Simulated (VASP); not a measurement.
Runs of VASP 6.6.1 on I. The structure is that of space group Fmmm (No. 69), or close to it. The cells are those of the table. 

```tsv
cell	gap on the mesh (eV)	pressure (GPa)
a = 4.306, b = 4.203, c = 3.405 Å, angles 68.0, 64.8, 47.2°, 1 atom	none	-4.7
a = 4.427, b = 4.331, c = 3.316 Å, angles 69.3, 66.2, 44.5°, 1 atom	none	(a)
a = 4.945, b = 4.873, c = 3.035 Å, angles 73.3, 70.7, 36.0°, 1 atom	none	3.6
a = 4.755, b = 4.676, c = 3.124 Å, angles 72.0, 69.3, 38.7°, 1 atom	none	0.4
```

Alike in all rows: task single point; level LDA; potentials or basis VASP PAW LDA potentials, release 64 (I); no spin polarisation; k mesh 18 × 18 × 18; cutoff (eV) 520; smearing gaussian 0.15 eV.

Task: Estimate the missing entries.

Result: (a) -3.8.

Caveats: spin-orbit coupling is left out, which moves the levels of the heavy elements; an odd number of electrons without spin polarisation forces a metal; a magnetic or distorted state may lie lower.

A k mesh can miss the band edges, and the runs leave out spin-orbit coupling on I.

A gap of «none» marks levels without a gap at the run's occupations.
